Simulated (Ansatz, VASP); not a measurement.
MgO in VASP and in Ansatz

File INCAR:

```
SYSTEM = MgO
PREC = Accurate
ENCUT = 520
EDIFF = 1E-7
ISMEAR = 0
SIGMA = 0.05
LREAL = .FALSE.
LASPH = .TRUE.
NELM = 100
ALGO = Normal
ISIF = 2
LWAVE = .FALSE.
LCHARG = .FALSE.
GGA = PS
NBANDS = 16
```

Contents of KPOINTS:

```
regular mesh
0
G
  8 8 6
  0 0 0
```

The input POSCAR:

```
MgO
1.0
    0.0000000000     -2.1351500000     -2.1351500000
    0.0000000000      2.1351500000     -2.1351500000
    4.2703000000      0.0000000000      0.0000000000
Mg O
2 2
Direct
    0.4473104934      0.5526895066      0.5000000000
    0.0526895066     -0.0526895066      0.0000000000
    0.5238274452      0.4761725548      0.0000000000
   -0.0238274452      0.0238274452      0.5000000000
```

Input for Ansatz:

```yaml
crystal:
  lattice:
    - [0.0, -2.13515, -2.13515]
    - [0.0, 2.13515, -2.13515]
    - [4.2703, 0.0, 0.0]
  atoms:
    - { symbol: Mg, position: [0.4473104934, 0.5526895066, 0.5] }
    - { symbol: Mg, position: [0.0526895066, -0.0526895066, 0.0] }
    - { symbol: O, position: [0.5238274452, 0.4761725548, 0.0] }
    - { symbol: O, position: [-0.0238274452, 0.0238274452, 0.5] }
basis:
  ecutwfc: 420
kpoints:
  mp_grid: { grid: [8, 8, 6] }
hamiltonian:
  xc: pbesol
scf:
  occupations: { method: gaussian, width: 0.05 }
output:
  forces: true
  stress: true
  eigenvalues: true
```

Change from the starting cell: mode 4 (275.8 1/cm) frozen in, largest displacement +0.225 Å.

Alike in both runs: task single point; functional PBEsol; k mesh 8 × 8 × 6; occupations gaussian, width 0.05 eV; no spin polarisation.

|  | VASP | Ansatz |
| --- | --- | --- |
| version | VASP 6.6.1 | Ansatz 0.2.0 |
| potentials or method | VASP PAW PBE potentials, release 64 (Mg, O), cutoff 520 eV | scalar-relativistic, plane waves, PAW |
| valence electrons in the cell | 16 | 32 |

Ansatz gave:

- gap on the k mesh at the Fermi level (eV): 4.09
- least direct gap on the mesh (eV): 4.09
- pressure (GPa): -4.0
- traceless stress, the component that is largest in VASP (GPa): -3.96
- rms of the force components (eV/Å): 0.687

Q: What did VASP give for the same quantities?

A: gap on the k mesh at the Fermi level (eV): 4.09; least direct gap on the mesh (eV): 4.09; pressure (GPa): -4.4; traceless stress, the component that is largest in VASP (GPa): -4.00; rms of the force components (eV/Å): 0.692.

VASP's potentials were made for PBE, not for PBEsol. Atom by atom the forces differ by 0.006 eV/Å (rms over components). With one functional, cell and mesh, what is left measures potentials, basis and numerics. VASP's potentials hold 16 valence electrons a cell and Ansatz's 32, so a difference there can come from the potentials and not from the codes.
